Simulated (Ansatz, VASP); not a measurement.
# CsCl in VASP and in Ansatz

```
CELL_PARAMETERS angstrom
4.20524 0.00000 0.00000
0.00000 4.20524 0.00000
0.00000 0.00000 4.20524
ATOMIC_POSITIONS crystal
Cs 0.00000 0.00000 0.00000
Cl 0.50000 0.50000 0.50000
```

Alike in both runs: task single point; functional PBE; k mesh 6 × 6 × 6; no spin polarisation.

|  | VASP | Ansatz |
| --- | --- | --- |
| version | VASP 6.6.1 | Ansatz 0.2.0 |
| potentials or method | VASP PAW PBE potentials, release 64 (Cs_sv, Cl) | plane waves, PAW |
| plane-wave cutoff (eV) | 500 | 420 |
| occupations | gaussian, width 0.01 eV | fixed |
| valence electrons in the cell | 16 | 16 |

VASP gave:

| Quantity | Value |
| --- | --- |
| gap on the k mesh at the Fermi level (eV) | 5.00 |
| pressure (GPa) | 0.0 |

Which values does Ansatz return?

gap on the k mesh at the Fermi level (eV): 5.01; pressure (GPa): 0.0.

Spin-orbit coupling is off throughout.
